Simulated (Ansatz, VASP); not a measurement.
**Two plane-wave programs on SnSe**

The input INCAR:

```
SYSTEM = SnSe
PREC = Accurate
ENCUT = 520
EDIFF = 1E-6
ISMEAR = 0
SIGMA = 0.01
LREAL = .False.
LASPH = .True.
NELM = 80
ALGO = Normal
ISIF = 2
LWAVE = .False.
LCHARG = .True.
LELF = .True.
LVHAR = .True.
NBANDS = 28
```

Contents of KPOINTS:

```
regular mesh
0
Gamma
  6 6 4
  0 0 0
```

File POSCAR:

```
SnSe
1.0
    5.0747781155      0.0000000000      0.0000000000
   -2.5373890578      4.3948867666      0.0000000000
    0.0000000000      0.0000000000      6.1736754650
Sn Se
2 2
Direct
    0.3333333333      0.6666666667     -0.0391356320
    0.6666666667      0.3333333333      0.4608643680
    0.3333333333      0.6666666667      0.4141356320
    0.6666666667      0.3333333333      0.9141356320
```

Input for Ansatz:

```yaml
crystal:
  lattice:
    - [5.0747781155, 0.0, 0.0]
    - [-2.5373890578, 4.3948867666, 0.0]
    - [0.0, 0.0, 6.173675465]
  atoms:
    - { symbol: Sn, position: [0.3333333333, 0.6666666667, -0.039135632] }
    - { symbol: Sn, position: [0.6666666667, 0.3333333333, 0.460864368] }
    - { symbol: Se, position: [0.3333333333, 0.6666666667, 0.414135632] }
    - { symbol: Se, position: [0.6666666667, 0.3333333333, 0.914135632] }
kpoints:
  mp_grid: { grid: [6, 6, 4] }
  band_path:
    path:
      - [0.0, 0.0, 0.0]
      - [0.5, 0.0, 0.0]
      - [0.3333333333, 0.3333333333, 0.0]
      - [0.0, 0.0, 0.5]
      - [0.5, 0.0, 0.5]
      - [0.3333333333, 0.3333333333, 0.5]
      - [0.28125, 0.28125, -0.5]
    npoints: 1
hamiltonian:
  xc: lda
scf:
  occupations: { method: fixed }
  n_extra_bands: 5
output:
  forces: true
  stress: true
  eigenvalues: true
```

Alike in both runs: task single point; functional LDA; k mesh 6 × 6 × 4; no spin polarisation.

|  | VASP | Ansatz |
| --- | --- | --- |
| version | VASP 6.6.1 | Ansatz 0.2.0 |
| potentials or method | VASP PAW LDA potentials, release 64 (Sn_d, Se) | plane waves, PAW |
| plane-wave cutoff (eV) | 520 | 420 |
| occupations | gaussian, width 0.01 eV | fixed |
| valence electrons in the cell | 40 | 60 |

|  | VASP | Ansatz | Ansatz less VASP |
| --- | --- | --- | --- |
| gap on the k mesh at the Fermi level (eV) | 0.84 | 0.84 | +0.007 |
| pressure (GPa) | -2.2 | -2.3 | -0.07 |
| traceless stress, the component that is largest in VASP (GPa) | 0.11 | 0.10 | -0.005 |
| rms of the force components (eV/Å) | 0.012 | 0.006 | -0.0066 |

LDA's correlation is that of Perdew and Zunger in VASP and of Perdew and Wang (1992) in Ansatz. Atom by atom the forces differ by 0.007 eV/Å (rms over components). VASP's potentials hold 40 valence electrons a cell and Ansatz's 60, so a difference there can come from the potentials and not from the codes.
